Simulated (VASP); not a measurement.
A run of VASP 6.6.1 is set up as follows.

File INCAR:

```
PREC = Accurate ; ENCUT = 520
EDIFF = 1E-6 ; ISMEAR = -1
SIGMA = 0.1 ; LREAL = F
LASPH = T ; NELM = 60
ALGO = Normal ; ISIF = 2
LWAVE = F ; LCHARG = F
GGA = RP ; NBANDS = 10
```

File KPOINTS:

```
Automatic mesh
0
Gamma
  15 15 15
```

File POSCAR:

```
Fe
1.0
    2.3474497016      0.0000000000      0.0000000000
    0.0000000000      2.3474497016      0.0000000000
    0.0000000000      0.0000000000      2.3474497016
Fe
1
Direct
    0.0000000000      0.0000000000      0.0000000000
```

Potentials or basis: VASP PAW PBE potentials, release 64 (Fe).

Launch:

```sh
$ cat potpaw_PBE.64/Fe/POTCAR > POTCAR
$ mpirun -np 1 vasp_std > vasp.out
```

**Question.** Predict the band gap on the k mesh.

**Answer.** Zero (band 4 reaches 6.64 eV, above the bottom of band 5 at 4.33 eV).

**Question.** Estimate the pressure.

**Answer.** -12.7 GPa.

Caveat: the PAW data sets were made with another functional, which shifts forces and pressure a little; the run has no spin polarisation, though such a crystal can be magnetic. Spin polarisation is off, so any magnetic state and its effect on volume and gap are missing.
